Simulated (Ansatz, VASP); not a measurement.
**Two plane-wave programs on Zr3O**

```xyz
8
Lattice="5.5836 0.0000 0.0000 -2.7918 4.8355 0.0000 0.0000 0.0000 5.1560" Properties=species:S:1:pos:R:3 pbc="T T T"
Zr   -1.8442    3.1942    2.5780
Zr   -0.9476    1.6413    0.0000
Zr    1.8442    3.1942    0.0000
Zr    3.6883    0.0000    2.5780
Zr    0.9476    1.6413    2.5780
Zr    1.8953    0.0000    0.0000
O     2.7918    1.6118    3.8670
O     0.0000    3.2237    1.2890
```

Alike in both runs: functional PBEsol; k mesh 6 × 6 × 8; occupations gaussian, width 0.1 eV; no spin polarisation.

Ansatz relaxed the structure, and its values are those at the end. VASP's run is a single point on that final structure, the one shown.

```csv
,VASP,Ansatz
version,VASP 6.6.1,Ansatz 0.2.0
potentials or method,"VASP PAW PBE potentials, release 64 (Zr_sv, O), cutoff 520 eV","scalar-relativistic, plane waves, PAW"
valence electrons in the cell,84,84
```

|  | VASP | Ansatz | Ansatz less VASP |
| --- | --- | --- | --- |
| gap on the k mesh at the Fermi level (eV) | none | none | - |
| pressure (GPa) | 0.2 | 0.0 | -0.21 |
| rms of the force components (eV/Å) | 0.007 | 0.000 | -0.0073 |

VASP's potentials were made for PBE, not for PBEsol. A gap of «none» marks a metal or a gap that the smearing closes.
